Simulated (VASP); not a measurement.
# B (Pm-3m) in VASP: notebook

Runs on B. Level: PBE. Tasks: single point, relaxation of cell and atoms.

Program: VASP 6.6.1. These are calculated values, not measurements. Logs are shortened: lines on timing, memory, paths and dates and some standing lists are left out, and cuts for length are marked.

## Step 1: The cell of the first run

It takes space group Pm-3m (No. 221, cubic). Conventional cell: a = 3.377 Å, b = 3.377 Å, c = 3.377 Å, α = 90.00°, β = 90.00°, γ = 90.00°. B (site symmetry m-3m) has 20 B at 2.39 to 2.92 Å within 3.2 Å. B (site symmetry m-3m) has 6 B at 1.69 Å within 2.2 Å. B (site symmetry 4/mmm) has 2 B at 1.69 Å within 2.2 Å.

## Step 2: Single point, PBE

File INCAR:

```
PREC = Accurate
ENCUT = 520
EDIFF = 1E-7
ISMEAR = 0
SIGMA = 0.1
LREAL = F
LASPH = T
NELM = 80
ALGO = Normal
ISIF = 2
LWAVE = F
LCHARG = F
GGA = PE
NBANDS = 16
```

File KPOINTS:

```
regular mesh
0
Gamma
  6 6 6
```

File POSCAR:

```
B
1.0
    3.3767171000      0.0000000000      0.0000000000
    0.0000000000      3.3767171000      0.0000000000
    0.0000000000      0.0000000000      3.3767171000
B
5
Direct
    0.5000000000      0.5000000000      0.5000000000
    0.0000000000      0.0000000000      0.0000000000
    0.5000000000      0.0000000000      0.0000000000
    0.0000000000      0.5000000000      0.0000000000
    0.0000000000      0.0000000000      0.5000000000
```

Potentials or basis: VASP PAW PBE potentials, release 64 (B).

Launch:

```bash
$ cat potpaw_PBE.64/B/POTCAR > POTCAR
$ mpirun -np 1 vasp_std > vasp.out
```

OUTCAR:

```text
PREC = Accurate
   ENCUT = 520
   EDIFF = 1E-7
   ISMEAR = 0
   LREAL = F
   LASPH = T
   NELM = 80
   ISIF = 2
   GGA = PE

 ion  position               nearest neighbor table
   1  0.500  0.500  0.500-
   2  0.000  0.000  0.000-   3 1.69   4 1.69   5 1.69   5 1.69   4 1.69   3 1.69
   3  0.500  0.000  0.000-   2 1.69   2 1.69
   4  0.000  0.500  0.000-   2 1.69   2 1.69
   5  0.000  0.000  0.500-   2 1.69   2 1.69

  LATTYP: Found a simple cubic cell.
 ALAT       =     3.3767171000

  Lattice vectors:

 A1 = (   3.3767171000,   0.0000000000,   0.0000000000)
 A2 = (   0.0000000000,   3.3767171000,   0.0000000000)
 A3 = (   0.0000000000,   0.0000000000,   3.3767171000)

Analysis of symmetry for initial positions (statically):
=====================================================================
 Subroutine PRICEL returns:
 Original cell was already a primitive cell.

 Routine SETGRP: Setting up the symmetry group for a
 simple cubic supercell.

 Subroutine GETGRP returns: Found 48 space group operations
[... 9 lines left out ...]

 Routine SETGRP: Setting up the symmetry group for a
 simple cubic supercell.

 Subroutine GETGRP returns: Found 48 space group operations
[... 11 lines left out ...]
                                     Primitive cell

  volume of cell :      38.5021

  direct lattice vectors                    reciprocal lattice vectors
     3.376717100  0.000000000  0.000000000     0.296145626  0.000000000  0.000000000
     0.000000000  3.376717100  0.000000000     0.000000000  0.296145626  0.000000000
     0.000000000  0.000000000  3.376717100     0.000000000  0.000000000  0.296145626

  length of vectors
     3.376717100  3.376717100  3.376717100     0.296145626  0.296145626  0.296145626

  position of ions in fractional coordinates (direct lattice)
     0.500000000  0.500000000  0.500000000
     0.000000000  0.000000000  0.000000000
     0.500000000  0.000000000  0.000000000
     0.000000000  0.500000000  0.000000000
     0.000000000  0.000000000  0.500000000

  ion indices of the primitive-cell ions
   primitive index   ion index
                 1           1
                 2           2
                 3           3
                 4           4
                 5           5

----------------------------------------------------------------------------------------

 KPOINTS: regular mesh

Automatic generation of k-mesh.
 Grid dimensions read from file:
 generate k-points for:    6    6    6

 Generating k-lattice:

  Cartesian coordinates                     Fractional coordinates (reciprocal lattice)
     0.049357604  0.000000000  0.000000000     0.166666667  0.000000000  0.000000000
     0.000000000  0.049357604  0.000000000     0.000000000  0.166666667  0.000000000
     0.000000000  0.000000000  0.049357604     0.000000000  0.000000000  0.166666667

  Length of vectors
     0.049357604  0.049357604  0.049357604

  Shift w.r.t. Gamma in fractional coordinates (k-lattice)
     0.000000000  0.000000000  0.000000000

 Subroutine IBZKPT returns following result:
 ===========================================

 Found     20 irreducible k-points:

 Following reciprocal coordinates:
            Coordinates               Weight
  0.000000  0.000000  0.000000      1.000000
  0.166667  0.000000  0.000000      6.000000
  0.333333  0.000000  0.000000      6.000000
  0.500000  0.000000  0.000000      3.000000
  0.166667  0.166667  0.000000     12.000000
  0.333333  0.166667  0.000000     24.000000
[... 12 lines left out ...]
  0.500000  0.500000  0.333333      6.000000
  0.500000  0.500000  0.500000      1.000000
   k-points           NKPTS =     20   k-points in BZ     NKDIM =     20   number of bands    NBANDS=     16
   number of dos      NEDOS =    301   number of ions     NIONS =      5
   total plane-waves  NPLWV =  21952
   dimension x,y,z NGX =    28 NGY =   28 NGZ =   28
   dimension x,y,z NGXF=    56 NGYF=   56 NGZF=   56
   ions per type =               5
   NGX,Y,Z   is equivalent  to a cutoff of  13.79, 13.79, 13.79 a.u.
   NGXF,Y,Z  is equivalent  to a cutoff of  27.57, 27.57, 27.57 a.u.
 SYSTEM =  unknown system
   PREC   = accura    normal or accurate (medium, high low for compatibility)
   ISTART =      0    job   : 0-new  1-cont  2-samecut
   ICHARG =      2    charge: 1-file 2-atom 10-const
   ISPIN  =      1    spin polarized calculation?
   LNONCOLLINEAR =      F non collinear calculations
   LSORBIT =      F    spin-orbit coupling
   LASPH  =      T    aspherical Exc in radial PAW
   ENCUT  =  520.0 eV  38.22 Ry    6.18 a.u.   6.28  6.28  6.28*2*pi/ulx,y,z
   NELM   =     80;   NELMIN=  2; NELMDL= -5     # of ELM steps
   EDIFF  = 0.1E-06   stopping-criterion for ELM
   LREAL  =      F    real-space projection
   EDIFFG = 0.1E-05   stopping-criterion for IOM
   NSW    =      0    number of steps for IOM
   IBRION =     -1    ionic relax: 0-MD 1-quasi-New 2-CG
   NFREE  =      0    steps in history (QN), initial steepest desc. (CG)
   ISIF   =      2    stress and relaxation
   ISYM   =      2    0-nonsym 1-usesym 2-fastsym
   POTIM  = 0.5000    time-step for ionic-motion
   TEBEG  =    0.0;   TEEND  =   0.0 temperature during run
   PSTRESS=    0.0 pullay stress
   NELECT =      15.0000    total number of electrons
   NUPDOWN=      -1.0000    fix difference up-down
   EMIN   =  10.00;   EMAX   =-10.00  energy-range for DOS
   EFERMI =   0.00;   METHOD = LEGACY
   ISMEAR =     0;   SIGMA  =   0.10  broadening in eV -4-tet -1-fermi 0-gaus
   EFERMI_NEDOS =   21; number of points for ismear=-14 and -15
   IALGO  =     38    algorithm
   IMIX   =      4    mixing-type and parameters
     AMIX     =   0.40;   BMIX     =  1.00
     AMIX_MAG =   1.60;   BMIX_MAG =  1.00
  volume/ion in A,a.u.               =       7.70        51.96
  Fermi-wavevector in a.u.,A,eV,Ry     =   1.195668  2.259485 19.451185  1.429622
  Thomas-Fermi vector in A             =   2.331628
   LORBIT       =      0    0 simple, 1 ext, 2 COOP (PROOUT), +10 PAW based schemes
   GGA     = PE    functional components
   LHFCALC =     F    Hartree Fock is set to
   AEXX    =    0.0000 exact exchange contribution
   IVDW    =     0    specifies the selected vdW correction
   LEPSILON=     F    determine dielectric tensor
   LRPA    =     F    only Hartree local field effects (RPA)
 non-spin polarized calculation
 Gauss-broadening in eV      SIGMA  =   0.10
  energy-cutoff  :      520.00
  volume of cell :       38.50
 maximum number of plane-waves:      1064
 NGX is ok and might be reduce to    28
   NGX = 13   NGY = 13   NGZ = 13

 number of electron      15.0000001 magnetization

 Free energy of the ion-electron system (eV)
  ---------------------------------------------------
  ext. energy  EPLUGINS =         0.00000000
  ---------------------------------------------------
  free energy    TOTEN  =       -24.05760966 eV

  energy without entropy =      -24.04860234  energy(sigma->0) =      -24.05310600

 E-fermi :   6.8255     XC(G=0): -11.7523

 val. band max:        6.7391524681   @ k =   0.1667   0.1667   0.0000
 cond. band min:       6.8857240127   @ k =   0.3333   0.1667   0.0000
 fundamental gap:      0.1465715445
 Fermi energy:         6.8255198163

 k-point     1 :       0.0000    0.0000    0.0000
  band No.  band energies     occupation
      1      -9.1935      2.00000
      2      -0.7508      2.00000
      3      -0.7508      2.00000
      4      -0.7508      2.00000
      5       2.8957      2.00000
      6       4.5060      2.00000
[... 8 lines left out ...]
     15      16.3084      0.00000
     16      16.3084      0.00000

 k-point     2 :       0.1667    0.0000    0.0000
  band No.  band energies     occupation
      1      -8.9211      2.00000
      2      -2.2085      2.00000
      3      -0.5047      2.00000
      4      -0.5047      2.00000
      5       3.4215      2.00000
      6       4.7338      2.00000
[... 8 lines left out ...]
     15      15.6066      0.00000
     16      15.9246      0.00000

 k-point     3 :       0.3333    0.0000    0.0000
  band No.  band energies     occupation
      1      -8.1455      2.00000
      2      -4.3612      2.00000
      3       0.1159      2.00000
      4       0.1159      2.00000
      5       4.0702      2.00000
      6       5.3790      2.00000
[... 8 lines left out ...]
     15      14.1533      0.00000
     16      15.1824      0.00000

 k-point     4 :       0.5000    0.0000    0.0000
  band No.  band energies     occupation
      1      -7.3774      2.00000
      2      -5.6320      2.00000
      3       0.5451      2.00000
      4       0.5451      2.00000
      5       4.8045      2.00000
      6       4.9834      2.00000
[... 8 lines left out ...]
     15      13.2372      0.00000
     16      13.7083      0.00000

 k-point     5 :       0.1667    0.1667    0.0000
  band No.  band energies     occupation
      1      -8.6504      2.00000
      2      -2.0752      2.00000
      3      -1.8111      2.00000
      4      -0.2630      2.00000
      5       3.9140      2.00000
      6       5.0088      2.00000
[... 8 lines left out ...]
     15      14.7836      0.00000
     16      16.3523      0.00000

 k-point     6 :       0.3333    0.1667    0.0000
  band No.  band energies     occupation
      1      -7.8818      2.00000
      2      -4.0873      2.00000
      3      -1.2371      2.00000
      4       0.3423      2.00000
      5       3.1536      2.00000
      6       4.9093      2.00000
[... 8 lines left out ...]
     15      13.1360      0.00000
     16      15.8140      0.00000
[... 191 lines left out ...]
 k-point    17 :       0.3333    0.3333    0.3333
  band No.  band energies     occupation
      1      -6.2075      2.00000
      2      -2.7094      2.00000
      3      -2.0200      2.00000
      4      -2.0200      2.00000
      5       1.6186      2.00000
      6       2.2437      2.00000
[... 8 lines left out ...]
     15      15.1024      0.00000
     16      15.1024      0.00000

 k-point    18 :       0.5000    0.3333    0.3333
  band No.  band energies     occupation
      1      -5.6213      2.00000
      2      -3.3427      2.00000
      3      -1.8601      2.00000
      4      -1.2325      2.00000
      5       0.7237      2.00000
      6       0.8787      2.00000
[... 8 lines left out ...]
     15      14.5654      0.00000
     16      14.7005      0.00000

 k-point    19 :       0.5000    0.5000    0.3333
  band No.  band energies     occupation
      1      -5.1500      2.00000
      2      -2.4848      2.00000
      3      -2.4848      2.00000
      4      -0.8741      2.00000
      5      -0.6465      2.00000
      6       1.6704      2.00000
[... 8 lines left out ...]
     15      14.7027      0.00000
     16      14.9122      0.00000

 k-point    20 :       0.5000    0.5000    0.5000
  band No.  band energies     occupation
      1      -4.7853      2.00000
      2      -1.6245      2.00000
      3      -1.6245      2.00000
      4      -1.6245      2.00000
      5       0.2192      2.00000
      6       0.2192      2.00000
[... 8 lines left out ...]
     15      15.1303      0.00000
     16      15.1303      0.00000

------------------------ aborting loop because EDIFF is reached ----------------------------------------

  FORCE on cell =-STRESS in cart. coord.  units (eV):
  Direction    XX          YY          ZZ          XY          YZ          ZX
  --------------------------------------------------------------------------------------
  -------------------------------------------------------------------------------------
  Total       -0.4173588     -0.4173588     -0.4173588      0.0000000      0.0000000     -0.0000000
  in kB      -17.3674526    -17.3674526    -17.3674526      0.0000000      0.0000000     -0.0000000
  external PRESSURE =     -17.3674526 kB  Pullay stress =       0.0000000 kB

 VOLUME and BASIS-vectors are now :
 -----------------------------------------------------------------------------
  energy-cutoff  :      520.00
  volume of cell :       38.50
      direct lattice vectors                 reciprocal lattice vectors
     3.376717100  0.000000000  0.000000000     0.296145626  0.000000000  0.000000000
     0.000000000  3.376717100  0.000000000     0.000000000  0.296145626  0.000000000
     0.000000000  0.000000000  3.376717100     0.000000000  0.000000000  0.296145626

 POSITION                                       TOTAL-FORCE (eV/Angst)
 -----------------------------------------------------------------------------------
      1.68836      1.68836      1.68836         0.000000      0.000000      0.000000
      0.00000      0.00000      0.00000         0.000000      0.000000      0.000000
      1.68836      0.00000      0.00000         0.000000      0.000000      0.000000
      0.00000      1.68836      0.00000         0.000000      0.000000      0.000000
      0.00000      0.00000      1.68836         0.000000      0.000000      0.000000
 -----------------------------------------------------------------------------------
    total drift:                                0.000000      0.000000     -0.000000

  FREE ENERGIE OF THE ION-ELECTRON SYSTEM (eV)
  ---------------------------------------------------
  free  energy   TOTEN  =       -24.0576096626 eV

  energy  without entropy=      -24.0486023439  energy(sigma->0) =      -24.05310600
```

Wall time 18 s (1 thread of AMD EPYC 7R43 (Zen 3), shared host); peak memory 0.11 GiB.

What came out:

```
Free energy : -24.0576 eV
Pressure    : -1.7 GPa
```

Levels at points of the mesh, in eV from the Fermi level:
```csv
k point,band 5,band 6,band 7,band 8,band 9,band 10,band 11,band 12
"(0.00, 0.00, 0.00)",-3.93,-2.32,-2.32,1.15,1.15,1.15,3.81,3.81
"(0.50, 0.00, 0.00)",-2.02,-1.84,-1.84,-1.77,-0.82,0.61,4.19,4.19
"(0.50, 0.50, 0.00)",-5.25,0.28,0.53,0.53,0.55,0.55,1.52,2.39
"(0.50, 0.50, 0.50)",-6.61,-6.61,-6.61,-4.93,5.69,5.69,8.16,8.16
```

## Step 3: Single point, PBE

File INCAR:

```
PREC = Accurate ; ENCUT = 520
EDIFF = 1E-6 ; ISMEAR = 0
SIGMA = 0.1 ; LREAL = False
LASPH = True ; NELM = 100
ALGO = Normal ; ISIF = 2
LWAVE = False ; LCHARG = False
GGA = PE ; NBANDS = 16
```

File KPOINTS:

```
regular mesh
0
Gamma
  12 12 12
```

POSCAR, as its differences from that of step 2:

```diff
@@ -2,5 +2,5 @@
 1.0
-    3.3767171000      0.0000000000      0.0000000000
-    0.0000000000      3.3767171000      0.0000000000
-    0.0000000000      0.0000000000      3.3767171000
+    3.3769234504      0.0000000000      0.0000000000
+    0.0000000000      3.3769234504      0.0000000000
+    0.0000000000      0.0000000000      3.3769234504
 B
```

Potentials or basis: VASP PAW PBE potentials, release 64 (B).

Launch:

```bash
$ cat potpaw_PBE.64/B/POTCAR > POTCAR
$ mpirun -np 1 vasp_std > vasp.out
```

OUTCAR:

```text
PREC = Accurate
   ENCUT = 520
   EDIFF = 1E-6
   ISMEAR = 0
   LREAL = False
   LASPH = True
   NELM = 100
   ISIF = 2
   GGA = PE

 ion  position               nearest neighbor table
   1  0.500  0.500  0.500-
   2  0.000  0.000  0.000-   3 1.69   4 1.69   5 1.69   5 1.69   4 1.69   3 1.69
   3  0.500  0.000  0.000-   2 1.69   2 1.69
   4  0.000  0.500  0.000-   2 1.69   2 1.69
   5  0.000  0.000  0.500-   2 1.69   2 1.69

  LATTYP: Found a simple cubic cell.
[... 657 lines left out ...]
  Direction    XX          YY          ZZ          XY          YZ          ZX
  --------------------------------------------------------------------------------------
  -------------------------------------------------------------------------------------
  Total       -0.0077848     -0.0077848     -0.0077848      0.0000000      0.0000000      0.0000000
  in kB       -0.3238871     -0.3238871     -0.3238871      0.0000000      0.0000000      0.0000000
  external PRESSURE =      -0.3238871 kB  Pullay stress =       0.0000000 kB

 VOLUME and BASIS-vectors are now :
 -----------------------------------------------------------------------------
  energy-cutoff  :      520.00
  volume of cell :       38.51
      direct lattice vectors                 reciprocal lattice vectors
     3.376923450  0.000000000  0.000000000     0.296127530  0.000000000  0.000000000
     0.000000000  3.376923450  0.000000000     0.000000000  0.296127530  0.000000000
     0.000000000  0.000000000  3.376923450     0.000000000  0.000000000  0.296127530

 POSITION                                       TOTAL-FORCE (eV/Angst)
 -----------------------------------------------------------------------------------
      1.68846      1.68846      1.68846         0.000000      0.000000      0.000000
      0.00000      0.00000      0.00000         0.000000      0.000000      0.000000
      1.68846      0.00000      0.00000         0.000000      0.000000      0.000000
      0.00000      1.68846      0.00000         0.000000      0.000000      0.000000
      0.00000      0.00000      1.68846         0.000000      0.000000      0.000000
 -----------------------------------------------------------------------------------
    total drift:                                0.000000      0.000000     -0.000000

  FREE ENERGIE OF THE ION-ELECTRON SYSTEM (eV)
  ---------------------------------------------------
  free  energy   TOTEN  =       -24.1362107232 eV

  energy  without entropy=      -24.1281579314  energy(sigma->0) =      -24.13218433
```

OSZICAR:

```text
N       E                     dE             d eps       ncg     rms          rms(c)
DAV:   1     0.169785173576E+02    0.16979E+02   -0.65208E+03  2688   0.829E+02
DAV:   2    -0.244820583874E+02   -0.41461E+02   -0.37337E+02  3776   0.152E+02
DAV:   3    -0.257817905335E+02   -0.12997E+01   -0.12742E+01  3312   0.220E+01
DAV:   4    -0.257866290769E+02   -0.48385E-02   -0.48348E-02  3272   0.140E+00
DAV:   5    -0.257866541499E+02   -0.25073E-04   -0.25073E-04  3256   0.912E-02    0.638E+00
DAV:   6    -0.242114230692E+02    0.15752E+01   -0.38088E+00  3248   0.109E+01    0.276E+00
DAV:   7    -0.241423031889E+02    0.69120E-01   -0.45539E-01  2872   0.381E+00    0.140E+00
DAV:   8    -0.241374241556E+02    0.48790E-02   -0.81255E-03  3264   0.585E-01    0.644E-01
DAV:   9    -0.241362241108E+02    0.12000E-02   -0.12624E-03  2808   0.250E-01    0.317E-02
DAV:  10    -0.241362132756E+02    0.10835E-04   -0.49429E-05  3376   0.461E-02    0.162E-02
DAV:  11    -0.241362108594E+02    0.24162E-05   -0.58338E-06  2840   0.198E-02    0.324E-03
DAV:  12    -0.241362107232E+02    0.13625E-06   -0.33906E-07  1368   0.385E-03
   1 F= -.24136211E+02 E0= -.24132184E+02  d E =-.805279E-02
```

stdout:

```text
POSCAR found type information on POSCAR B
 POSCAR found :  1 types and       5 ions
 scaLAPACK will be used
 LDA part: xc-table for (Slater+PW92), standard interpolation
 POSCAR, INCAR and KPOINTS ok, starting setup
 FFT: planning ... GRIDC
 FFT: planning ... GRID_SOFT
 FFT: planning ... GRID
 WAVECAR not read
 entering main loop
```

Wall time 61 s (1 thread of AMD EPYC 7R43 (Zen 3), shared host); peak memory 0.13 GiB.

Results:

- Free energy: -24.1362 eV
- Pressure: 0.0 GPa

Levels at points of the mesh, in eV from the Fermi level:
```tsv
k point	band 5	band 6	band 7	band 8	band 9	band 10	band 11	band 12
(0.00, 0.00, 0.00)	-3.94	-2.29	-2.29	1.15	1.15	1.15	3.85	3.85
(0.50, 0.00, 0.00)	-2.02	-1.83	-1.83	-1.77	-0.78	0.65	4.22	4.22
(0.50, 0.50, 0.00)	-5.23	0.31	0.54	0.54	0.58	0.58	1.51	2.40
(0.50, 0.50, 0.50)	-6.58	-6.58	-6.58	-4.94	5.73	5.73	8.20	8.20
```

(Continued in part 2 of 2.)
